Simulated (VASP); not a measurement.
# WC: single point with PBE

The system is WC, a slab with vacuum.

```
C W
1.0
     2.84708    0.00000    0.00000
     0.00000    2.92177    0.00000
     0.00000    0.00000   23.43443
C W
4 4
Direct
  0.50000 0.00000 0.32857
  0.50000 0.50000 0.42787
  0.50000 0.00000 0.53509
  0.50000 0.50000 0.64342
  0.00000 0.50000 0.35430
  0.00000 0.00000 0.46307
  0.00000 0.50000 0.57107
  0.00000 0.00000 0.67660
```

| Item | Value |
| --- | --- |
| Program | VASP 6.6.1 |
| Task | single point |
| Functional | PBE |
| Potentials or basis | VASP PAW PBE potentials, release 64 (C, W_sv) |
| Cutoff | 520 eV |
| k mesh | 12 × 12 × 1 |
| Occupations | gaussian, width 0.1 eV |
| Spin | no spin polarisation |

- Largest force: 0.049 eV/Å
- Band gap on the k mesh: zero (bands 36 and 37 overlap by 1.97 eV)

Forces on the atoms (eV/Å):
```
C    0.000  0.000 -0.034
C    0.000  0.000 -0.004
C    0.000  0.000  0.001
C    0.000  0.000  0.006
W    0.000  0.000 -0.019
W    0.000  0.000  0.001
W    0.000  0.000 -0.001
W    0.000  0.000  0.049
```

Levels at points of the mesh, in eV from the Fermi level:
| k point | band 32 | band 33 | band 34 | band 35 | band 36 | band 37 | band 38 | band 39 | band 40 | band 41 |
| --- | --- | --- | --- | --- | --- | --- | --- | --- | --- | --- |
| (0.00, 0.00, 0.00) | -2.29 | -1.26 | -1.25 | -0.83 | -0.62 | 0.15 | 2.20 | 2.38 | 2.71 | 3.00 |
| (0.50, 0.00, 0.00) | -1.51 | -1.23 | -0.95 | -0.76 | -0.29 | 0.69 | 0.76 | 1.27 | 2.22 | 2.32 |
| (0.00, 0.50, 0.00) | -2.82 | -0.70 | -0.56 | 0.10 | 0.48 | 0.68 | 1.44 | 1.46 | 1.69 | 2.00 |
| (0.50, 0.50, 0.00) | -1.46 | -0.66 | -0.57 | -0.38 | 1.45 | 1.52 | 2.69 | 3.56 | 4.68 | 4.70 |

It took 31 min on 1 thread of Oxide Virtual Turin-like Processor (shared host), peak memory 0.48 GiB.

Caveat: spin-orbit coupling is left out, which moves the levels of the heavy elements.
